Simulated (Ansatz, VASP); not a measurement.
BeZn2Se3: VASP beside Ansatz

```
CELL_PARAMETERS angstrom
-0.00191 0.00086 6.44181
6.77310 0.00029 -0.00212
-3.38637 5.86731 0.00167
ATOMIC_POSITIONS crystal
Be 0.49946 0.66666 0.33337
Be 0.49947 0.33332 0.66672
Zn 0.00326 0.34154 0.34139
Zn 0.00327 0.00012 0.65839
Zn 0.00329 0.65841 0.99993
Zn 0.49952 0.00000 0.00007
Se 0.38678 0.35756 0.35765
Se 0.38681 0.00000 0.64250
Se 0.38679 0.64234 0.00006
Se 0.84890 0.66671 0.33336
Se 0.84891 0.33339 0.66663
Se 0.88353 0.99995 0.99993
```

Change from the starting cell: cell x1, atoms moved at random (sigma 0.15 Å) and cell strained at random (1.5 %), then relaxed without symmetry.

Alike in both runs: functional PBE; k mesh 2 × 3 × 3; occupations gaussian, width 0.1 eV; no spin polarisation.

Ansatz relaxed the structure, and its values are those at the end. VASP's run is a single point on that final structure, the one shown.

|  | VASP | Ansatz |
| --- | --- | --- |
| version | VASP 6.6.1 | Ansatz 0.2.0 |
| potentials or method | VASP PAW PBE potentials, release 64 (Be, Zn, Se), cutoff 520 eV | scalar-relativistic, plane waves, PAW |
| valence electrons in the cell | 88 | 148 |

|  | VASP | Ansatz | Ansatz less VASP |
| --- | --- | --- | --- |
| gap on the k mesh at the Fermi level (eV) | 1.87 | 1.87 | -0.002 |
| least direct gap on the mesh (eV) | 1.87 | 1.87 | -0.002 |
| pressure (GPa) | 0.2 | 0.0 | -0.20 |
| rms of the force components (eV/Å) | 0.006 | 0.004 | -0.0018 |

VASP's potentials hold 88 valence electrons a cell and Ansatz's 148, so a difference there can come from the potentials and not from the codes.

The k mesh is coarse, so the values compare programs but aren't converged.
